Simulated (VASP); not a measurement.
# Pt in VASP: notebook

Runs on Pt. Level: LDA. Tasks: single point.

Everything below comes from runs of VASP 6.6.1. Logs are shortened: lines on timing, memory, paths and dates and some standing lists are left out, and cuts for length are marked.

### 1 The cell of the first run

The cell holds a slab with vacuum, 5 atoms: a = 2.754 Å, b = 2.754 Å, c = 23.790 Å, α = 90.00°, β = 90.00°, γ = 90.00°.

### 2 Single point, LDA

File INCAR:

```
SYSTEM = Pt
ALGO = Normal ; EDIFF = 1E-6
ENCUT = 520 ; GGA = CA
ISIF = 2 ; ISMEAR = -1
LASPH = .True. ; LCHARG = .True.
LELF = .True. ; LREAL = .False.
LVHAR = .True. ; LWAVE = .False.
NBANDS = 33 ; NELM = 100
PREC = Accurate ; SIGMA = 0.1
```

File KPOINTS:

```
k-points
0
Gamma
  13 13 1
  0 0 0
```

File POSCAR:

```
Pt
1.0
    2.7543088548      0.0000000000      0.0000000000
    0.0000000000      2.7543088548      0.0000000000
    0.0000000000      0.0000000000     23.7904000000
Pt
5
Direct
    0.0000000000      0.0000000000      0.3389327928
    0.5000000000      0.5000000000      0.4185299866
    0.0000000000      0.0000000000      0.4999999999
    0.5000000000      0.5000000000      0.5814700133
    0.0000000000      0.0000000000      0.6610672075
```

Potentials or basis: VASP PAW LDA potentials, release 64 (Pt).

On the command line:

```console
$ cat potpaw_LDA.64/Pt/POTCAR > POTCAR
$ mpirun -np 1 vasp_std > vasp.out
```

OUTCAR:

```text
SYSTEM = Pt
   EDIFF = 1E-6
   ENCUT = 520
   GGA = CA
   ISIF = 2
   ISMEAR = -1
   LASPH = .True.
   LREAL = .False.
   NELM = 100
   PREC = Accurate

 ion  position               nearest neighbor table
   1  0.000  0.000  0.339-   2 2.72   2 2.72   2 2.72   2 2.72
   2  0.500  0.500  0.419-   1 2.72   1 2.72   1 2.72   1 2.72   3 2.75   3 2.75   3 2.75   3 2.75

   3  0.000  0.000  0.500-   2 2.75   2 2.75   2 2.75   2 2.75   4 2.75   4 2.75   4 2.75   4 2.75

   4  0.500  0.500  0.581-   5 2.72   5 2.72   5 2.72   5 2.72   3 2.75   3 2.75   3 2.75   3 2.75

   5  0.000  0.000  0.661-   4 2.72   4 2.72   4 2.72   4 2.72

  LATTYP: Found a simple tetragonal cell.
 ALAT       =     2.7543088548
 C/A-ratio  =     8.6375207917

  Lattice vectors:

 A1 = (   2.7543088548,   0.0000000000,   0.0000000000)
 A2 = (   0.0000000000,   2.7543088548,   0.0000000000)
 A3 = (   0.0000000000,   0.0000000000,  23.7904000000)

Analysis of symmetry for initial positions (statically):
=====================================================================
 Subroutine PRICEL returns:
 Original cell was already a primitive cell.

 Routine SETGRP: Setting up the symmetry group for a
 simple tetragonal supercell.

 Subroutine GETGRP returns: Found 16 space group operations
 (whereof 16 operations were pure point group operations)
 out of a pool of 16 trial point group operations.

The static configuration has the point symmetry D_4h.

Analysis of symmetry for dynamics (positions and initial velocities):
=====================================================================
 Subroutine PRICEL returns:
 Original cell was already a primitive cell.

 Routine SETGRP: Setting up the symmetry group for a
 simple tetragonal supercell.

 Subroutine GETGRP returns: Found 16 space group operations
 (whereof 16 operations were pure point group operations)
 out of a pool of 16 trial point group operations.

The dynamic configuration has the point symmetry D_4h.

 Subroutine INISYM returns: Found 16 space group operations
 (whereof 16 operations are pure point group operations),
 and found     1 'primitive' translations

----------------------------------------------------------------------------------------

                                     Primitive cell

[... 94 lines left out ...]
   ENCUT  =  520.0 eV  38.22 Ry    6.18 a.u.   5.12  5.12 44.23*2*pi/ulx,y,z
   NELM   =    100;   NELMIN=  2; NELMDL= -5     # of ELM steps
   EDIFF  = 0.1E-05   stopping-criterion for ELM
   LREAL  =      F    real-space projection
   EDIFFG = 0.1E-04   stopping-criterion for IOM
   NSW    =      0    number of steps for IOM
   IBRION =     -1    ionic relax: 0-MD 1-quasi-New 2-CG
   NFREE  =      0    steps in history (QN), initial steepest desc. (CG)
   ISIF   =      2    stress and relaxation
   ISYM   =      2    0-nonsym 1-usesym 2-fastsym
   POTIM  = 0.5000    time-step for ionic-motion
   TEBEG  =    0.0;   TEEND  =   0.0 temperature during run
   PSTRESS=    0.0 pullay stress
   NELECT =      50.0000    total number of electrons
   NUPDOWN=      -1.0000    fix difference up-down
   EMIN   =  10.00;   EMAX   =-10.00  energy-range for DOS
   EFERMI =   0.00;   METHOD = LEGACY
   ISMEAR =    -1;   SIGMA  =   0.10  broadening in eV -4-tet -1-fermi 0-gaus
   EFERMI_NEDOS =   21; number of points for ismear=-14 and -15
   IALGO  =     38    algorithm
   IMIX   =      4    mixing-type and parameters
     AMIX     =   0.40;   BMIX     =  1.00
     AMIX_MAG =   1.60;   BMIX_MAG =  1.00
  volume/ion in A,a.u.               =      36.10       243.59
  Fermi-wavevector in a.u.,A,eV,Ry     =   1.067225  2.016762 15.496605  1.138968
  Thomas-Fermi vector in A             =   2.202834
   LORBIT       =      0    0 simple, 1 ext, 2 COOP (PROOUT), +10 PAW based schemes
   GGA     = CA    functional components
   LHFCALC =     F    Hartree Fock is set to
   AEXX    =    0.0000 exact exchange contribution
   IVDW    =     0    specifies the selected vdW correction
   LEPSILON=     F    determine dielectric tensor
   LRPA    =     F    only Hartree local field effects (RPA)
 non-spin polarized calculation
  energy-cutoff  :      520.00
  volume of cell :      180.48
 maximum number of plane-waves:      4892
   NGX = 11   NGY = 11   NGZ = 89

 number of electron      50.0000002 magnetization

 Free energy of the ion-electron system (eV)
  ---------------------------------------------------
  ext. energy  EPLUGINS =         0.00000000
  ---------------------------------------------------
  free energy    TOTEN  =       -35.37653515 eV

  energy without entropy =      -35.10345144  energy(sigma->0) =      -35.23999329

 E-fermi :   1.1385     XC(G=0):  -6.4901

 val. band max:        1.1325642458   @ k =   0.4615   0.3846   0.0000
 cond. band min:       1.1425176529   @ k =   0.0000   0.0000   0.0000
 fundamental gap:      0.0099534071
 Fermi energy:         1.1385063699

 k-point     1 :       0.0000    0.0000    0.0000
  band No.  band energies     occupation
      1      -8.9582      2.00000
      2      -7.6231      2.00000
      3      -6.2546      2.00000
      4      -5.6845      2.00000
      5      -5.6331      2.00000
      6      -5.4191      2.00000
[... 853 lines left out ...]
     32       8.3848      0.00000
     33       9.7969      0.00000

 [... further k-points ...]

------------------------ aborting loop because EDIFF is reached ----------------------------------------

  FORCE on cell =-STRESS in cart. coord.  units (eV):
  Direction    XX          YY          ZZ          XY          YZ          ZX
  --------------------------------------------------------------------------------------
  -------------------------------------------------------------------------------------
  Total       -3.2762090     -3.2762090      0.2792164      0.0000000      0.0000000     -0.0000000
  in kB      -29.0840685    -29.0840685      2.4787027      0.0000000      0.0000000     -0.0000000
  external PRESSURE =     -18.5631447 kB  Pullay stress =       0.0000000 kB

 VOLUME and BASIS-vectors are now :
 -----------------------------------------------------------------------------
  energy-cutoff  :      520.00
  volume of cell :      180.48
      direct lattice vectors                 reciprocal lattice vectors
     2.754308855  0.000000000  0.000000000     0.363067489  0.000000000  0.000000000
     0.000000000  2.754308855  0.000000000     0.000000000  0.363067489  0.000000000
     0.000000000  0.000000000 23.790400000     0.000000000  0.000000000  0.042033762

 POSITION                                       TOTAL-FORCE (eV/Angst)
 -----------------------------------------------------------------------------------
      0.00000      0.00000      8.06335        -0.000000      0.000000     -0.044726
      1.37715      1.37715      9.95700         0.000000     -0.000000      0.001385
      0.00000      0.00000     11.89520        -0.000000      0.000000      0.000000
      1.37715      1.37715     13.83340        -0.000000      0.000000     -0.001385
      0.00000      0.00000     15.72705         0.000000      0.000000      0.044726
 -----------------------------------------------------------------------------------
    total drift:                                0.000000      0.000000     -0.000001

  FREE ENERGIE OF THE ION-ELECTRON SYSTEM (eV)
  ---------------------------------------------------
  free  energy   TOTEN  =       -35.3765351467 eV

  energy  without entropy=      -35.1034514432  energy(sigma->0) =      -35.23999329
```

Run time: 8.5 min. Hardware: 1 thread of Intel Xeon 8259CL, shared host; peak memory 0.28 GiB.

Results:

| Item | Value |
| --- | --- |
| Free energy | -35.3765 eV |
| Largest force | 0.045 eV/Å |
| Band gap on the k mesh | zero (bands 25 and 26 overlap by 1.42 eV) |

Forces on the atoms (eV/Å):
```
Pt   0.000  0.000 -0.045
Pt   0.000  0.000  0.001
Pt   0.000  0.000  0.000
Pt   0.000  0.000 -0.001
Pt   0.000  0.000  0.045
```

Caveat: spin-orbit coupling is left out, which moves the levels of the heavy elements.

### 3 Single point, LDA

This run uses another cell than the first one.

File INCAR:

```
SYSTEM = Pt
ALGO = Normal ; DIPOL = 0.5 0.5 0.500
EDIFF = 1E-7 ; ENCUT = 520
GGA = CA ; IDIPOL = 3
ISIF = 2 ; ISMEAR = -1
LASPH = .TRUE. ; LCHARG = .FALSE.
LDIPOL = .TRUE. ; LREAL = .FALSE.
LWAVE = .FALSE. ; NBANDS = 33
NELM = 80 ; PREC = Accurate
SIGMA = 0.1
```

File KPOINTS:

```
k-points
0
G
  13 13 1
  0 0 0
```

File POSCAR:

```
Pt
1.0
    2.7543088548      0.0000000000      0.0000000000
    0.0000000000      2.7543088548      0.0000000000
    0.0000000000      0.0000000000     29.6637000000
Pt
5
Direct
    0.0000000000      0.0000000000      0.3708234883
    0.5000000000      0.5000000000      0.4346607399
    0.0000000000      0.0000000000      0.4999999998
    0.5000000000      0.5000000000      0.5653392598
    0.0000000000      0.0000000000      0.6291765117
```

Potentials or basis: VASP PAW LDA potentials, release 64 (Pt).

On the command line:

```console
$ cat potpaw_LDA.64/Pt/POTCAR > POTCAR
$ mpirun -np 1 vasp_std > vasp.out
```

It took 13 min on 1 thread of Intel Xeon 8259CL, shared host; peak memory 0.33 GiB.

It converged, with:

* Free energy: -35.3780 eV
* Largest force: 0.045 eV/Å
* Band gap on the k mesh: zero (bands 25 and 26 overlap by 1.42 eV)

Forces in eV/Å, atoms in the order of the input:
```
Pt   0.000  0.000 -0.045
Pt   0.000  0.000  0.001
Pt   0.000  0.000  0.000
Pt   0.000  0.000 -0.001
Pt   0.000  0.000  0.045
```

Levels at points of the mesh, in eV from the Fermi level:
| k point | band 22 | band 23 | band 24 | band 25 | band 26 | band 27 | band 28 | band 29 |
| --- | --- | --- | --- | --- | --- | --- | --- | --- |
| (0.00, 0.00, 0.00) | -1.20 | -0.62 | -0.41 | -0.41 | 0.00 | 0.13 | 0.33 | 0.33 |

Caveat: spin-orbit coupling is left out, which moves the levels of the heavy elements.

### 4 Single point, LDA

This run uses another cell than the first one.

File INCAR:

```
  PREC = Accurate
  ENCUT = 520
  EDIFF = 1E-7
  ISMEAR = -1
  SIGMA = 0.1
  LREAL = False
  LASPH = True
  NELM = 80
  ALGO = Normal
  ISIF = 2
  LWAVE = False
  LCHARG = True
  LDIPOL = True
  IDIPOL = 3
  DIPOL = 0.5 0.5 0.500
  GGA = CA
  LELF = True
  LVHAR = True
  LVACPOTAV = True
  NBANDS = 33
```

File KPOINTS:

```
Automatic mesh
0
Gamma
  13 13 1
```

POSCAR is that of step 3.

Potentials or basis: VASP PAW LDA potentials, release 64 (Pt).

On the command line:

```console
$ cat potpaw_LDA.64/Pt/POTCAR > POTCAR
$ mpirun -np 1 vasp_std > vasp.out
```

OUTCAR:

```text
PREC = Accurate
   ENCUT = 520
   EDIFF = 1E-7
   ISMEAR = -1
   LREAL = False
   LASPH = True
   NELM = 80
   ISIF = 2
   GGA = CA

 ion  position               nearest neighbor table
   1  0.000  0.000  0.371-   2 2.72   2 2.72   2 2.72   2 2.72
   2  0.500  0.500  0.435-   1 2.72   1 2.72   1 2.72   1 2.72   3 2.75   3 2.75   3 2.75   3 2.75

   3  0.000  0.000  0.500-   2 2.75   2 2.75   2 2.75   2 2.75   4 2.75   4 2.75   4 2.75   4 2.75

   4  0.500  0.500  0.565-   5 2.72   5 2.72   5 2.72   5 2.72   3 2.75   3 2.75   3 2.75   3 2.75

   5  0.000  0.000  0.629-   4 2.72   4 2.72   4 2.72   4 2.72

  LATTYP: Found a simple tetragonal cell.
 ALAT       =     2.7543088548
 C/A-ratio  =    10.7699250751

  Lattice vectors:

 A1 = (   2.7543088548,   0.0000000000,   0.0000000000)
 A2 = (   0.0000000000,   2.7543088548,   0.0000000000)
 A3 = (   0.0000000000,   0.0000000000,  29.6637000000)

Analysis of symmetry for initial positions (statically):
=====================================================================
 Subroutine PRICEL returns:
 Original cell was already a primitive cell.

 Routine SETGRP: Setting up the symmetry group for a
 simple tetragonal supercell.

 Subroutine GETGRP returns: Found 16 space group operations
 (whereof 16 operations were pure point group operations)
 out of a pool of 16 trial point group operations.

The static configuration has the point symmetry D_4h.

Analysis of symmetry for dynamics (positions and initial velocities):
=====================================================================
 Subroutine PRICEL returns:
 Original cell was already a primitive cell.

 Routine SETGRP: Setting up the symmetry group for a
 simple tetragonal supercell.

 Subroutine GETGRP returns: Found 16 space group operations
 (whereof 16 operations were pure point group operations)
 out of a pool of 16 trial point group operations.

The dynamic configuration has the point symmetry D_4h.

[... 129 lines left out ...]
   GGA     = CA    functional components
   LHFCALC =     F    Hartree Fock is set to
   AEXX    =    0.0000 exact exchange contribution
   IVDW    =     0    specifies the selected vdW correction
   LEPSILON=     F    determine dielectric tensor
   LRPA    =     F    only Hartree local field effects (RPA)
 non-spin polarized calculation
  energy-cutoff  :      520.00
  volume of cell :      225.04
 maximum number of plane-waves:      6096
   NGX = 11   NGY = 11   NGZ =111

 number of electron      50.0000002 magnetization

 dipolmoment           0.000000      0.000000      0.000000 electrons x Angstroem

 Free energy of the ion-electron system (eV)
  ---------------------------------------------------
  ext. energy  EPLUGINS =         0.00000000
  ---------------------------------------------------
  free energy    TOTEN  =       -35.37801695 eV

  energy without entropy =      -35.10493294  energy(sigma->0) =      -35.24147494

 E-fermi :  -0.2798     XC(G=0):  -5.1977

 val. band max:       -0.2857882218   @ k =   0.4615   0.3846   0.0000
 cond. band min:      -0.2758299442   @ k =   0.0000   0.0000   0.0000
 fundamental gap:      0.0099582776
 Fermi energy:        -0.2798407084

 k-point     1 :       0.0000    0.0000    0.0000
  band No.  band energies     occupation
      1     -10.3766      2.00000
      2      -9.0415      2.00000
      3      -7.6730      2.00000
      4      -7.1028      2.00000
      5      -7.0514      2.00000
      6      -6.8375      2.00000
[... 853 lines left out ...]
     32       6.9664      0.00000
     33       8.3785      0.00000

 [... further k-points ...]

------------------------ aborting loop because EDIFF is reached ----------------------------------------

 vacuum level on the upper side and lower side of the slab       (xc-potential included)        -0.108        -0.108

  FORCE on cell =-STRESS in cart. coord.  units (eV):
  Direction    XX          YY          ZZ          XY          YZ          ZX
  --------------------------------------------------------------------------------------
  -------------------------------------------------------------------------------------
  Total       -3.2782769     -3.2782769      0.2754753      0.0000000     -0.0000000     -0.0000000
  in kB      -23.3402562    -23.3402562      1.9612939      0.0000000     -0.0000000     -0.0000000
  external PRESSURE =     -14.9064061 kB  Pullay stress =       0.0000000 kB

 VOLUME and BASIS-vectors are now :
 -----------------------------------------------------------------------------
  energy-cutoff  :      520.00
  volume of cell :      225.04
      direct lattice vectors                 reciprocal lattice vectors
     2.754308855  0.000000000  0.000000000     0.363067489  0.000000000  0.000000000
     0.000000000  2.754308855  0.000000000     0.000000000  0.363067489  0.000000000
     0.000000000  0.000000000 29.663700000     0.000000000  0.000000000  0.033711236

 POSITION                                       TOTAL-FORCE (eV/Angst)
 -----------------------------------------------------------------------------------
      0.00000      0.00000     11.00000        -0.000000     -0.000000     -0.045169
      1.37715      1.37715     12.89365        -0.000000     -0.000000      0.001416
      0.00000      0.00000     14.83185         0.000000      0.000000      0.000000
      1.37715      1.37715     16.77005         0.000000      0.000000     -0.001416
      0.00000      0.00000     18.66370         0.000000     -0.000000      0.045169
 -----------------------------------------------------------------------------------
    total drift:                               -0.000000     -0.000000      0.000016

  FREE ENERGIE OF THE ION-ELECTRON SYSTEM (eV)
  ---------------------------------------------------
  free  energy   TOTEN  =       -35.3780169488 eV

  energy  without entropy=      -35.1049329400  energy(sigma->0) =      -35.24147494

 vacuum level on the upper side and lower side of the slab         5.746         5.746
```

stdout:

```text
POSCAR found type information on POSCAR Pt
 POSCAR found :  1 types and       5 ions
 scaLAPACK will be used
 LDA part: xc-table for (Slater(with rela. corr.)+CA(PZ))
 , standard interpolation
 POSCAR, INCAR and KPOINTS ok, starting setup
 FFT: planning ... GRIDC
 FFT: planning ... GRID_SOFT
 FFT: planning ... GRID
 WAVECAR not read
 entering main loop
```

It took 12 min on 1 thread of Intel Xeon 8259CL, shared host; peak memory 0.33 GiB.

What came out:

| Property | Result |
| --- | --- |
| Free energy | -35.3780 eV |
| Largest force | 0.045 eV/Å |
| Band gap on the k mesh | zero (bands 25 and 26 overlap by 1.42 eV) |
| Work function of the upper face | 6.03 eV |
| Work function of the lower face | 6.03 eV |

Forces in eV/Å, atoms in the order of the input:
```
Pt   0.000  0.000 -0.045
Pt   0.000  0.000  0.001
Pt   0.000  0.000  0.000
Pt   0.000  0.000 -0.001
Pt   0.000  0.000  0.045
```

Caveat: spin-orbit coupling is left out, which moves the levels of the heavy elements.
